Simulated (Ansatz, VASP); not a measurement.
## One calculation of CrPb, two programs

File INCAR:

```
SYSTEM = CrPb
  PREC = Accurate
  ENCUT = 520
  EDIFF = 1E-6
  ISMEAR = 0
  SIGMA = 0.1
  LREAL = .FALSE.
  LASPH = .TRUE.
  NELM = 150
  ALGO = Normal
  ISIF = 2
  LWAVE = .FALSE.
  LCHARG = .TRUE.
  ISPIN = 2
  MAGMOM = 3 0
  LORBIT = 11
  LMAXMIX = 4
  GGA = PS
  LELF = .TRUE.
  LVHAR = .TRUE.
  NBANDS = 24
```

KPOINTS

```
regular mesh
0
G
  12 12 12
  0 0 0
```

Contents of POSCAR:

```
CrPb
1.0
    3.4858517531      0.0000000000      0.0000000000
    0.0000000000      3.4858517531      0.0000000000
    0.0000000000      0.0000000000      3.4858517531
Cr Pb
1 1
Direct
    0.0000000000      0.0000000000      0.0000000000
    0.5000000000      0.5000000000      0.5000000000
```

Input for Ansatz:

```yaml
crystal:
  lattice:
    - [3.4858517531, 0.0, 0.0]
    - [0.0, 3.4858517531, 0.0]
    - [0.0, 0.0, 3.4858517531]
  atoms:
    - { symbol: Cr, position: [0.0, 0.0, 0.0], spin: 3.0 }
    - { symbol: Pb, position: [0.5, 0.5, 0.5] }
basis:
  ecutwfc: 420
kpoints:
  mp_grid: { grid: [12, 12, 12] }
hamiltonian:
  xc: pbesol
scf:
  occupations: { method: gaussian, width: 0.1 }
  lower_state_search: "off"
output:
  forces: true
  stress: true
  eigenvalues: true
  populations: true
magnetization:
  spin_polarized: true
```

Alike in both runs: task single point; functional PBEsol; k mesh 12 × 12 × 12; occupations gaussian, width 0.1 eV; collinear spin.

|  | VASP | Ansatz |
| --- | --- | --- |
| version | VASP 6.6.1 | Ansatz 0.2.0 |
| potentials or method | VASP PAW PBE potentials, release 64 (Cr_pv, Pb_d), cutoff 520 eV | scalar-relativistic, plane waves, PAW |
| valence electrons in the cell | 26 | 28 |

Ansatz gave:

| Item | Value |
| --- | --- |
| gap on the k mesh at the Fermi level (eV) | none |
| pressure (GPa) | 0.0 |
| net moment per atom (μB) | 2.01 |
| size of the moment on the site where the two differ most (μB) | 3.77 |

**Question.** What did VASP give for the same quantities?

**Answer.** gap on the k mesh at the Fermi level (eV): none; pressure (GPa): 0.0; net moment per atom (μB): 2.01; size of the moment on the site where the two differ most (μB): 3.68.

VASP's potentials were made for PBE, not for PBEsol. Site moments also hang on the region over which each program counts them. A gap of «none» marks a metal or a gap that the smearing closes. VASP's potentials hold 26 valence electrons a cell and Ansatz's 28, so a difference there can come from the potentials and not from the codes.

Neither program's run includes spin-orbit coupling.
